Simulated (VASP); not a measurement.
Wanted: the native input for a VASP 6.6.1 run.

```yaml
Task: single point
Functional: PBEsol
Potentials_or_basis: VASP PAW PBE potentials, release 64 (Fe, O)
Cutoff: 520 eV
k_mesh: 9 × 9 × 9
Occupations: fermi-dirac, width 0.05 eV
Spin: collinear spin, zero start
Starting_moments: "[0.0, 0.0] μB"
Fixed_moment: 0 μB
Dipole_correction: no
Further_INCAR_settings: ALGO = Normal; EDIFF = 1e-06; NBANDS = 18
```

The structure of FeO (Wuestite) lies in POSCAR:

```
FeO
1.0
    0.0000000000      2.1554000000      2.1554000000
    2.1554000000      0.0000000000      2.1554000000
    2.1554000000      2.1554000000      0.0000000000
Fe O
1 1
Direct
    0.0000000000      0.0000000000      0.0000000000
    0.5000000000      0.5000000000      0.5000000000
```

The input as run:

INCAR

```
SYSTEM = FeO
ALGO     = Normal         ! electronic algorithm
EDIFF    = 1E-6           ! SCF threshold, eV
ENCUT    = 520            ! plane-wave cutoff, eV
GGA      = PS             ! functional
ISIF     = 2              ! what is computed and relaxed
ISMEAR   = -1             ! smearing method
ISPIN    = 2              ! spin polarisation
LASPH    = .True.         ! aspherical terms in the spheres
LCHARG   = .False.        ! write CHGCAR
LMAXMIX  = 4              ! l up to which the mixer works
LORBIT   = 11             ! projections on sites
LREAL    = .False.        ! projectors in reciprocal space
LWAVE    = .False.        ! write WAVECAR
MAGMOM   = 0 0            ! initial moments
NBANDS   = 18             ! bands
NELM     = 150            ! most SCF steps
NUPDOWN  = 0.0            ! fixed moment
PREC     = Accurate       ! precision mode
SIGMA    = 0.05           ! smearing width, eV
```

KPOINTS

```
k-points
0
Gamma
  9 9 9
  0 0 0
```

Potentials or basis: VASP PAW PBE potentials, release 64 (Fe, O).

Launch:

```console
$ cat potpaw_PBE.64/Fe/POTCAR potpaw_PBE.64/O/POTCAR > POTCAR
$ mpirun -np 1 vasp_std > vasp.out
```

It gave:

* Pressure: -33.6 GPa
* Net moment: 0.00 μB per cell
* Valence electrons inside the program's atomic spheres: Fe 6.87; O 4.89

Caveat: the PAW data sets were made with another functional, which shifts forces and pressure a little; the total moment is fixed, so each spin has its own Fermi level.

Run time: 18 s on 1 thread of AMD EPYC 9R14 (Zen 4) (shared host), peak memory 0.13 GiB.
